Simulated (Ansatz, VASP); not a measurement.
**GaN: VASP beside Ansatz**

```
Ga N
1.0
     3.31498    0.00000    0.00000
    -1.65749    2.87086    0.00000
     0.00000    0.00000    5.08574
Ga N
2 2
Direct
  0.33333 0.66667 0.99913
  0.66667 0.33333 0.49913
  0.33333 0.66667 0.37587
  0.66667 0.33333 0.87587
```

Change from the starting cell: strain +0.030 along x and y, -0.030 along z, atoms carried along.

Alike in both runs: task single point; functional PBE; k mesh 12 × 12 × 6; occupations gaussian, width 0.05 eV; no spin polarisation.

```csv
,VASP,Ansatz
version,VASP 6.6.1,Ansatz 0.2.0
potentials or method,"VASP PAW PBE potentials, release 64 (Ga_d, N), cutoff 520 eV","scalar-relativistic, plane waves, PAW"
valence electrons in the cell,36,36
```

Ansatz gave:

- gap on the k mesh at the Fermi level (eV): 1.50
- least direct gap on the mesh (eV): 1.50
- pressure (GPa): -3.8
- traceless stress, the component that is largest in VASP (GPa): 13.41
- rms of the force components (eV/Å): 0.342

Problem. Which values does VASP return?

Solution. gap on the k mesh at the Fermi level (eV): 1.50; least direct gap on the mesh (eV): 1.50; pressure (GPa): -3.6; traceless stress, the component that is largest in VASP (GPa): 13.37; rms of the force components (eV/Å): 0.335.

Atom by atom the forces differ by 0.007 eV/Å (rms over components). With one functional, cell and mesh, what is left measures potentials, basis and numerics.
